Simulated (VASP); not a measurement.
Runs of VASP 6.6.1 on Si. The structure is that of space group P6/mmm (No. 191), or close to it. The cells are those of the table. 

```csv
cell,gap on the mesh (eV),pressure (GPa)
"a = 2.566, b = 2.566, c = 2.552 Å, angles 90.0, 90.0, 120.0°, 1 atom",none,0.2
"a = 2.527, b = 2.527, c = 2.633 Å, angles 90.0, 90.0, 120.0°, 1 atom",none,1.1
"a = 2.682, b = 2.682, c = 2.337 Å, angles 90.0, 90.0, 120.0°, 1 atom",none,(a)
"a = 2.455, b = 2.455, c = 2.790 Å, angles 90.0, 90.0, 120.0°, 1 atom",none,4.9
"a = 2.754, b = 2.754, c = 2.217 Å, angles 90.0, 90.0, 120.0°, 1 atom",none,(b)
```

Alike in all rows: task single point; level LDA; potentials or basis VASP PAW LDA potentials, release 64 (Si); no spin polarisation; k mesh 30 × 30 × 26; cutoff (eV) 520; smearing gaussian 0.15 eV.

Q: Estimate the missing entries.

A: (a) 2.2; (b) 7.7.

A gap of «none» marks levels without a gap at the run's occupations.
